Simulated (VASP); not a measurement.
# Se (P3_121) in VASP: a series of runs

Runs on Se. Level: r2SCAN. Tasks: single point.

All numbers are computed with VASP 6.6.1; they aren't measurements. Logs are shortened: lines on timing, memory, paths and dates and some standing lists are left out, and cuts for length are marked.

### 1 The cell of the first run

It takes space group P3_121 (No. 152, trigonal). Conventional cell: a = 4.424 Å, b = 4.424 Å, c = 5.019 Å, α = 90.00°, β = 90.00°, γ = 120.00°. Se (site symmetry 2) has 2 Se at 2.40 Å within 3.2 Å.

### 2 Single point, r2SCAN

Input file POSCAR:

```
Se
1.0
    4.4236565890      0.0000000000      0.0000000000
   -2.2118282945      3.8309989837      0.0000000000
    0.0000000000      0.0000000000      5.0187864228
Se
3
Direct
    0.7746000000      0.7746000000      0.0000000000
    0.0000000000      0.2254000000      0.6666666667
    0.2254000000      0.0000000000      0.3333333333
```

Input file INCAR.step1:

```
PREC     = Accurate       # precision mode
ENCUT    = 520            # plane-wave cutoff, eV
ISMEAR   = -1             # smearing method
SIGMA    = 0.05           # smearing width, eV
LREAL    = F              # projectors in reciprocal space
LASPH    = T              # aspherical terms in the spheres
NELM     = 100            # most SCF steps
NBANDS   = 16             # bands
GGA      = PE             # functional
ALGO     = Normal         # electronic algorithm
EDIFF    = 1E-4           # SCF threshold, eV
LWAVE    = T              # write WAVECAR
LCHARG   = F              # write CHGCAR
```

Input file INCAR.step2:

```
PREC     = Accurate       # precision mode
ENCUT    = 520            # plane-wave cutoff, eV
EDIFF    = 1E-6           # SCF threshold, eV
ISMEAR   = -1             # smearing method
SIGMA    = 0.05           # smearing width, eV
LREAL    = F              # projectors in reciprocal space
LASPH    = T              # aspherical terms in the spheres
NELM     = 100            # most SCF steps
ALGO     = Normal         # electronic algorithm
ISIF     = 2              # what is computed and relaxed
LWAVE    = F              # write WAVECAR
LCHARG   = T              # write CHGCAR
METAGGA  = R2SCAN         # meta-GGA
LMIXTAU  = T            
LELF     = T              # ELF
LVHAR    = T            
NBANDS   = 16             # bands
ISTART   = 1
```

Input file KPOINTS:

```
Automatic mesh
0
Gamma
  7 7 6
```

Potentials or basis: VASP PAW PBE potentials, release 64 (Se).

The run is started by

```bash
$ cat potpaw_PBE.64/Se/POTCAR > POTCAR
$ cp INCAR.step1 INCAR
$ mpirun -np 1 vasp_std > vasp.out
$ cp INCAR.step2 INCAR
$ mpirun -np 1 vasp_std > vasp.out
```

OUTCAR:

```text
PREC = Accurate
   ENCUT = 520
   EDIFF = 1E-6
   ISMEAR = -1
   LREAL = F
   LASPH = T
   NELM = 100
   ISIF = 2
   METAGGA = R2SCAN
   ISTART = 1

 ion  position               nearest neighbor table
   1  0.775  0.775  0.000-   3 2.40   2 2.40
   2  0.000  0.225  0.667-   1 2.40   3 2.40
   3  0.225  0.000  0.333-   1 2.40   2 2.40

  LATTYP: Found a hexagonal cell.
 ALAT       =     4.4236565890
 C/A-ratio  =     1.1345334616

  Lattice vectors:

 A1 = (   4.4236565890,   0.0000000000,   0.0000000000)
 A2 = (  -2.2118282945,   3.8309989837,   0.0000000000)
 A3 = (   0.0000000000,   0.0000000000,   5.0187864228)

Analysis of symmetry for initial positions (statically):
=====================================================================
 Subroutine PRICEL returns:
 Original cell was already a primitive cell.

 Routine SETGRP: Setting up the symmetry group for a
 hexagonal supercell.

 Subroutine GETGRP returns: Found  6 space group operations
 (whereof  2 operations were pure point group operations)
 out of a pool of 24 trial point group operations.

The static configuration has the point symmetry C_2 .
 The point group associated with its full space group is D_3 .

Analysis of symmetry for dynamics (positions and initial velocities):
=====================================================================
 Subroutine PRICEL returns:
 Original cell was already a primitive cell.

 Routine SETGRP: Setting up the symmetry group for a
 hexagonal supercell.

 Subroutine GETGRP returns: Found  6 space group operations
 (whereof  2 operations were pure point group operations)
 out of a pool of 24 trial point group operations.

The dynamic configuration has the point symmetry C_2 .
 The point group associated with its full space group is D_3 .

 Subroutine INISYM returns: Found  6 space group operations
 (whereof  2 operations are pure point group operations),
 and found     1 'primitive' translations

----------------------------------------------------------------------------------------

                                     Primitive cell

  volume of cell :      85.0535

  direct lattice vectors                    reciprocal lattice vectors
     4.423656589  0.000000000  0.000000000     0.226057331  0.130514261  0.000000000
    -2.211828295  3.830998984  0.000000000     0.000000000  0.261028521  0.000000000
     0.000000000  0.000000000  5.018786423     0.000000000  0.000000000  0.199251356

  length of vectors
     4.423656589  4.423656589  5.018786423     0.261028521  0.261028521  0.199251356

  position of ions in fractional coordinates (direct lattice)
     0.774600000  0.774600000  0.000000000
     0.000000000  0.225400000  0.666666667
     0.225400000  0.000000000  0.333333333

  ion indices of the primitive-cell ions
   primitive index   ion index
                 1           1
                 2           2
                 3           3

----------------------------------------------------------------------------------------

 KPOINTS: Automatic mesh

Automatic generation of k-mesh.
 Grid dimensions read from file:
 generate k-points for:    7    7    6

 Generating k-lattice:

  Cartesian coordinates                     Fractional coordinates (reciprocal lattice)
     0.032293904  0.018644894  0.000000000     0.142857143  0.000000000  0.000000000
     0.000000000  0.037289789  0.000000000     0.000000000  0.142857143  0.000000000
     0.000000000  0.000000000  0.033208559     0.000000000  0.000000000  0.166666667

  Length of vectors
     0.037289789  0.037289789  0.033208559

  Shift w.r.t. Gamma in fractional coordinates (k-lattice)
     0.000000000  0.000000000  0.000000000

 Subroutine IBZKPT returns following result:
 ===========================================

 Found     40 irreducible k-points:

 Following reciprocal coordinates:
            Coordinates               Weight
  0.000000  0.000000  0.000000      1.000000
  0.142857  0.000000  0.000000      6.000000
  0.285714  0.000000  0.000000      6.000000
  0.428571  0.000000  0.000000      6.000000
  0.142857  0.142857  0.000000      6.000000
  0.285714  0.142857  0.000000     12.000000
[... 16 lines left out ...]
  0.000000  0.142857  0.333333      6.000000
  0.285714  0.000000  0.333333      6.000000
 [... further k-points ...]
   k-points           NKPTS =     40   k-points in BZ     NKDIM =     40   number of bands    NBANDS=     16
   number of dos      NEDOS =    301   number of ions     NIONS =      3
   total plane-waves  NPLWV =  51840
   dimension x,y,z NGX =    36 NGY =   36 NGZ =   40
   dimension x,y,z NGXF=    72 NGYF=   72 NGZF=   80
   ions per type =               3
   NGX,Y,Z   is equivalent  to a cutoff of  13.53, 13.53, 13.25 a.u.
   NGXF,Y,Z  is equivalent  to a cutoff of  27.06, 27.06, 26.50 a.u.
 SYSTEM =  unknown system
   PREC   = accura    normal or accurate (medium, high low for compatibility)
   ISTART =      1    job   : 0-new  1-cont  2-samecut
   ICHARG =      0    charge: 1-file 2-atom 10-const
   ISPIN  =      1    spin polarized calculation?
   LNONCOLLINEAR =      F non collinear calculations
   LSORBIT =      F    spin-orbit coupling
   LASPH  =      T    aspherical Exc in radial PAW
   ENCUT  =  520.0 eV  38.22 Ry    6.18 a.u.   8.23  8.23  9.33*2*pi/ulx,y,z
   NELM   =    100;   NELMIN=  2; NELMDL=  0     # of ELM steps
   EDIFF  = 0.1E-05   stopping-criterion for ELM
   LREAL  =      F    real-space projection
   EDIFFG = 0.1E-04   stopping-criterion for IOM
   NSW    =      0    number of steps for IOM
   IBRION =     -1    ionic relax: 0-MD 1-quasi-New 2-CG
   NFREE  =      0    steps in history (QN), initial steepest desc. (CG)
   ISIF   =      2    stress and relaxation
   ISYM   =      2    0-nonsym 1-usesym 2-fastsym
   POTIM  = 0.5000    time-step for ionic-motion
   TEBEG  =    0.0;   TEEND  =   0.0 temperature during run
   PSTRESS=    0.0 pullay stress
   NELECT =      18.0000    total number of electrons
   NUPDOWN=      -1.0000    fix difference up-down
   EMIN   =  10.00;   EMAX   =-10.00  energy-range for DOS
   EFERMI =   0.00;   METHOD = LEGACY
   ISMEAR =    -1;   SIGMA  =   0.05  broadening in eV -4-tet -1-fermi 0-gaus
   EFERMI_NEDOS =   21; number of points for ismear=-14 and -15
   IALGO  =     38    algorithm
   IMIX   =      4    mixing-type and parameters
     AMIX     =   0.40;   BMIX     =  1.00
     AMIX_MAG =   1.60;   BMIX_MAG =  1.00
  volume/ion in A,a.u.               =      28.35       191.32
  Fermi-wavevector in a.u.,A,eV,Ry     =   0.975592  1.843602 12.949753  0.951780
  Thomas-Fermi vector in A             =   2.106144
   LORBIT       =      0    0 simple, 1 ext, 2 COOP (PROOUT), +10 PAW based schemes
   METAGGA = R2SCAN    functional components
   LHFCALC =     F    Hartree Fock is set to
   AEXX    =    0.0000 exact exchange contribution
   IVDW    =     0    specifies the selected vdW correction
   LEPSILON=     F    determine dielectric tensor
   LRPA    =     F    only Hartree local field effects (RPA)
 non-spin polarized calculation
  energy-cutoff  :      520.00
  volume of cell :       85.05
 maximum number of plane-waves:      2310
 NGX is ok and might be reduce to    36
   NGX = 17   NGY = 17   NGZ = 19

 number of electron      17.9999999 magnetization

 Free energy of the ion-electron system (eV)
  ---------------------------------------------------
  ext. energy  EPLUGINS =         0.00000000
  ---------------------------------------------------
  free energy    TOTEN  =       -42.91569140 eV

  energy without entropy =      -42.91569133  energy(sigma->0) =      -42.91569137

 E-fermi :   2.6902     XC(G=0):  -9.1023

 val. band max:        1.9914424282   @ k =   0.4286   0.1429   0.5000
 cond. band min:       3.3896544675   @ k =   0.2857   0.2857   0.5000
 fundamental gap:      1.3982120393
 Fermi energy:         2.6901912530

 k-point     1 :       0.0000    0.0000    0.0000
  band No.  band energies     occupation
      1     -14.1593      2.00000
      2     -10.0347      2.00000
      3     -10.0347      2.00000
      4      -1.8574      2.00000
      5      -1.8574      2.00000
      6      -1.6855      2.00000
[... 8 lines left out ...]
     15       9.0311      0.00000
     16      10.9668      0.00000

 k-point     2 :       0.1429    0.0000    0.0000
  band No.  band energies     occupation
      1     -14.0834      2.00000
      2     -10.1056      2.00000
      3     -10.0291      2.00000
      4      -2.3660      2.00000
      5      -2.0895      2.00000
      6      -1.5423      2.00000
[... 8 lines left out ...]
     15       9.6933      0.00000
     16      10.9391      0.00000

 k-point     3 :       0.2857    0.0000    0.0000
  band No.  band energies     occupation
      1     -13.8960      2.00000
      2     -10.2957      2.00000
      3     -10.0158      2.00000
      4      -2.8712      2.00000
      5      -2.4339      2.00000
      6      -1.5516      2.00000
[... 8 lines left out ...]
     15      10.7942      0.00000
     16      11.6719      0.00000

 k-point     4 :       0.4286    0.0000    0.0000
  band No.  band energies     occupation
      1     -13.7237      2.00000
      2     -10.4839      2.00000
      3     -10.0045      2.00000
      4      -3.0621      2.00000
      5      -2.6547      2.00000
      6      -1.4450      2.00000
[... 8 lines left out ...]
     15      11.9021      0.00000
     16      12.5192      0.00000
[... 324 lines left out ...]
 k-point    22 :       0.1429    0.0000    0.3333
  band No.  band energies     occupation
      1     -13.5652      2.00000
      2     -12.1027      2.00000
      3      -8.3155      2.00000
      4      -2.8210      2.00000
      5      -1.8955      2.00000
      6      -1.3572      2.00000
[... 8 lines left out ...]
     15      10.1901      0.00000
     16      10.4262      0.00000

 k-point    23 :       0.0000    0.1429    0.3333
  band No.  band energies     occupation
      1     -13.5641      2.00000
      2     -12.1060      2.00000
      3      -8.3053      2.00000
      4      -2.8483      2.00000
      5      -1.9811      2.00000
      6      -1.3803      2.00000
[... 8 lines left out ...]
     15      10.0181      0.00000
     16      10.6596      0.00000

 k-point    24 :       0.2857    0.0000    0.3333
  band No.  band energies     occupation
      1     -13.3983      2.00000
      2     -11.9996      2.00000
      3      -8.6962      2.00000
      4      -3.1451      2.00000
      5      -2.3838      2.00000
      6      -1.5588      2.00000
[... 8 lines left out ...]
     15      10.2010      0.00000
     16      10.7684      0.00000

 [... further k-points ...]

------------------------ aborting loop because EDIFF is reached ----------------------------------------

  FORCE on cell =-STRESS in cart. coord.  units (eV):
  Direction    XX          YY          ZZ          XY          YZ          ZX
  --------------------------------------------------------------------------------------
  -------------------------------------------------------------------------------------
  Total       -0.4098222     -0.4098222     -0.6111914      0.0000000     -0.0000000      0.0000000
  in kB       -7.7199405     -7.7199405    -11.5131897      0.0000000     -0.0000000      0.0000000
  external PRESSURE =      -8.9843569 kB  Pullay stress =       0.0000000 kB

 VOLUME and BASIS-vectors are now :
 -----------------------------------------------------------------------------
  energy-cutoff  :      520.00
  volume of cell :       85.05
      direct lattice vectors                 reciprocal lattice vectors
     4.423656589  0.000000000  0.000000000     0.226057331  0.130514261  0.000000000
    -2.211828295  3.830998984  0.000000000     0.000000000  0.261028521  0.000000000
     0.000000000  0.000000000  5.018786423     0.000000000  0.000000000  0.199251356

 POSITION                                       TOTAL-FORCE (eV/Angst)
 -----------------------------------------------------------------------------------
      1.71328      2.96749      0.00000         0.159722      0.276646      0.000000
     -0.49855      0.86351      3.34586         0.159722     -0.276646     -0.000000
      0.99709      0.00000      1.67293        -0.319443      0.000000      0.000000
 -----------------------------------------------------------------------------------
    total drift:                                0.000001      0.000001     -0.000000

  FREE ENERGIE OF THE ION-ELECTRON SYSTEM (eV)
  ---------------------------------------------------
  free  energy   TOTEN  =       -42.9156913965 eV

  energy  without entropy=      -42.9156913348  energy(sigma->0) =      -42.91569137
```

Run time: 5.1 min. Hardware: 1 thread of Intel Xeon 8259CL, shared host; peak memory 0.25 GiB.

Results:

| Property | Result |
| --- | --- |
| Free energy | -42.9157 eV |
| Pressure | -0.9 GPa |
| Largest force | 0.319 eV/Å |
| Band gap on the k mesh | 1.40 eV (least direct gap 1.64 eV) |

Forces on the atoms (eV/Å):
```
Se   0.160  0.277  0.000
Se   0.160 -0.277  0.000
Se  -0.319  0.000  0.000
```

Stress tensor (GPa, compression positive):
```
-0.77  0.00  0.00
 0.00 -0.77  0.00
 0.00  0.00 -1.15
```

Levels at points of the mesh, in eV from the valence-band top:
```
           k point  band 5  band 6  band 7  band 8  band 9  band 10  band 11  band 12  band 13  band 14
(0.00, 0.00, 0.00)   -3.85   -3.68   -1.98   -1.98   -0.40     2.07     2.07     2.39     6.71     7.04
(0.00, 0.00, 0.50)   -3.37   -3.37   -1.46   -1.46   -1.11     1.47     1.48     1.48     6.95     7.87
```

Caveat: the PAW data sets were made with another functional, which shifts forces and pressure a little; an odd mesh through Γ misses points on the zone boundary, where band edges can lie. r2SCAN opens gaps a little over a GGA but as a rule still falls short of measured ones.

### 3 Single point, r2SCAN

This run uses another cell than the first one, of 28.90 Å³/atom.

Input file POSCAR:

```
Se
1.0
    4.4518335053      0.0000000000      0.0000000000
   -2.2259167526      3.8554009090      0.0000000000
    0.0000000000      0.0000000000      5.0507540772
Se
3
Direct
    0.7746000000      0.7746000000      0.0000000000
    0.0000000000      0.2254000000      0.6666666667
    0.2254000000      0.0000000000      0.3333333333
```

Input file INCAR.step1:

```
SYSTEM = Se
PREC = Accurate ; ENCUT = 520
ISMEAR = -1 ; SIGMA = 0.05
LREAL = .False. ; LASPH = .True.
NELM = 80 ; NBANDS = 16
GGA = PE ; ALGO = Normal
EDIFF = 1E-4 ; LWAVE = .True.
LCHARG = .False.
```

Input file INCAR.step2:

```
SYSTEM = Se
PREC = Accurate ; ENCUT = 520
EDIFF = 1E-6 ; ISMEAR = -1
SIGMA = 0.05 ; LREAL = .False.
LASPH = .True. ; NELM = 80
ALGO = Normal ; ISIF = 2
LWAVE = .False. ; LCHARG = .False.
METAGGA = R2SCAN ; LMIXTAU = .True.
NBANDS = 16 ; ISTART = 1
```

Input file KPOINTS:

```
Automatic mesh
0
Gamma
  7 7 6
  0 0 0
```

Potentials or basis: VASP PAW PBE potentials, release 64 (Se).

The run is started by

```bash
$ cat potpaw_PBE.64/Se/POTCAR > POTCAR
$ cp INCAR.step1 INCAR
$ mpirun -np 1 vasp_std > vasp.out
$ cp INCAR.step2 INCAR
$ mpirun -np 1 vasp_std > vasp.out
```

Run time: 4.5 min. Hardware: 1 thread of Intel Xeon 8259CL, shared host; peak memory 0.24 GiB.

Results (log left out):

* Free energy: -42.9018 eV
* Pressure: -1.8 GPa
* Largest force: 0.488 eV/Å
* Band gap on the k mesh: 1.37 eV (least direct gap 1.61 eV)

Forces on the atoms (eV/Å):
```
Se   0.244  0.423  0.000
Se   0.244 -0.423  0.000
Se  -0.488  0.000  0.000
```

Stress tensor (GPa, compression positive):
```
-1.54  0.00  0.00
 0.00 -1.54  0.00
 0.00  0.00 -2.44
```

Levels at points of the mesh, in eV from the valence-band top:
| k point | band 5 | band 6 | band 7 | band 8 | band 9 | band 10 | band 11 | band 12 | band 13 | band 14 |
| --- | --- | --- | --- | --- | --- | --- | --- | --- | --- | --- |
| (0.00, 0.00, 0.00) | -3.78 | -3.58 | -1.90 | -1.90 | -0.37 | 2.05 | 2.05 | 2.38 | 6.67 | 7.09 |
| (0.00, 0.00, 0.50) | -3.30 | -3.30 | -1.40 | -1.40 | -1.06 | 1.47 | 1.49 | 1.49 | 7.01 | 7.91 |

Caveat: the PAW data sets were made with another functional, which shifts forces and pressure a little; an odd mesh through Γ misses points on the zone boundary, where band edges can lie. r2SCAN opens gaps a little over a GGA but as a rule still falls short of measured ones.
